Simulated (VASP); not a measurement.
# AlN: single point with HSE06

The system is AlN.

```
Al N
1.0
     0.00000    2.18488    2.18488
     2.18488    0.00000    2.18488
     2.18488    2.18488    0.00000
Al N
1 1
Direct
  0.00000 0.00000 0.00000
  0.25000 0.25000 0.25000
```

```
Program                            : VASP 6.6.1
Task                               : single point
Functional                         : HSE06
Potentials or basis                : VASP PAW PBE potentials, release 64 (Al, N)
Cutoff                             : 520 eV
k mesh                             : 4 × 4 × 4
Occupations                        : gaussian, width 0.001 eV
Spin                               : no spin polarisation
Dipole correction                  : no
Grid for exact exchange (PRECFOCK) : Normal
Further INCAR settings             : ALGO = Normal; EDIFF = 1e-06; NBANDS = 11
Share of exact exchange            : 0.25
Screening parameter                : 0.2079 1/Å
```

| Quantity | Value |
| --- | --- |
| Pressure | -0.8 GPa |
| Band gap on the k mesh | 4.55 eV (least direct gap 5.56 eV) |

Levels at points of the mesh, in eV from the valence-band top:
| k point | band 1 | band 2 | band 3 | band 4 | band 5 | band 6 | band 7 | band 8 |
| --- | --- | --- | --- | --- | --- | --- | --- | --- |
| (0.00, 0.00, 0.00) | -16.46 | 0.00 | 0.00 | 0.00 | 5.56 | 14.22 | 14.22 | 14.22 |
| (0.50, 0.00, 0.00) | -14.28 | -6.34 | -0.53 | -0.53 | 8.86 | 11.63 | 12.74 | 12.74 |
| (0.50, 0.50, 0.00) | -13.60 | -5.33 | -1.95 | -1.95 | 4.55 | 10.07 | 16.09 | 17.81 |

Run time: 120 s on 1 thread of Intel Xeon 8259CL, on a shared host, peak memory 0.23 GiB.

Caveat: the k points lie up to 0.62 Å⁻¹ apart; the PAW data sets were made with another functional, which shifts forces and pressure a little. A k mesh can miss the band edges.
